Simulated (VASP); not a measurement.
Write the native input for VASP 6.6.1 that does the following.

```yaml
Task: single point
Functional: r2SCAN
Potentials_or_basis: VASP PAW PBE potentials, release 64 (Ru_pv, Rh_pv)
Cutoff: 520 eV
k_mesh: 7 × 7 × 4
Occupations: methfessel-paxton, width 0.1 eV
Spin: no spin polarisation
Dipole_correction: no
Further_INCAR_settings: ALGO = Normal; EDIFF = 1e-06; NBANDS = 22
```

Crystal: RuRh.

```xyz
2
Lattice="2.7094 0.0000 0.0000 -1.3547 2.3464 0.0000 0.0000 0.0000 4.2984" Properties=species:S:1:pos:R:3 pbc="T T T"
Ru    0.0000    0.0000    2.1492
Rh    1.3547    0.7821    0.0000
```

The input as run:

POSCAR

```
RuRh
1.0
    2.7094150000      0.0000000000      0.0000000000
   -1.3547080000      2.3464220000      0.0000000000
    0.0000000000      0.0000000000      4.2983680000
Ru Rh
1 1
Direct
    0.0000000000      0.0000000000      0.5000000000
    0.6666666667      0.3333333333      0.0000000000
```

INCAR.step1

```
SYSTEM = RuRh
  PREC = Accurate
  ENCUT = 520
  ISMEAR = 1
  SIGMA = 0.1
  LREAL = .False.
  LASPH = .True.
  NELM = 100
  NBANDS = 22
  GGA = PE
  ALGO = Normal
  EDIFF = 1E-4
  LWAVE = .True.
  LCHARG = .False.
```

INCAR.step2

```
SYSTEM = RuRh
  PREC = Accurate
  ENCUT = 520
  EDIFF = 1E-6
  ISMEAR = 1
  SIGMA = 0.1
  LREAL = .False.
  LASPH = .True.
  NELM = 100
  ALGO = Normal
  ISIF = 2
  LWAVE = .False.
  LCHARG = .False.
  METAGGA = R2SCAN
  LMIXTAU = .True.
  NBANDS = 22
  ISTART = 1
```

KPOINTS

```
regular mesh
0
Gamma
  7 7 4
  0 0 0
```

Potentials or basis: VASP PAW PBE potentials, release 64 (Ru_pv, Rh_pv).

Launch:

```console
$ cat potpaw_PBE.64/Ru_pv/POTCAR potpaw_PBE.64/Rh_pv/POTCAR > POTCAR
$ cp INCAR.step1 INCAR
$ mpirun -np 1 vasp_std > vasp.out
$ cp INCAR.step2 INCAR
$ mpirun -np 1 vasp_std > vasp.out
```

Results of the run:

```json
{
  "Pressure": "0.2 GPa"
}
```

Caveat: the k points lie up to 0.38 Å⁻¹ apart; the PAW data sets were made with another functional, which shifts forces and pressure a little.

It took 49 s on 1 thread of Intel Xeon 6975P-C, on a shared host, peak memory 0.15 GiB.
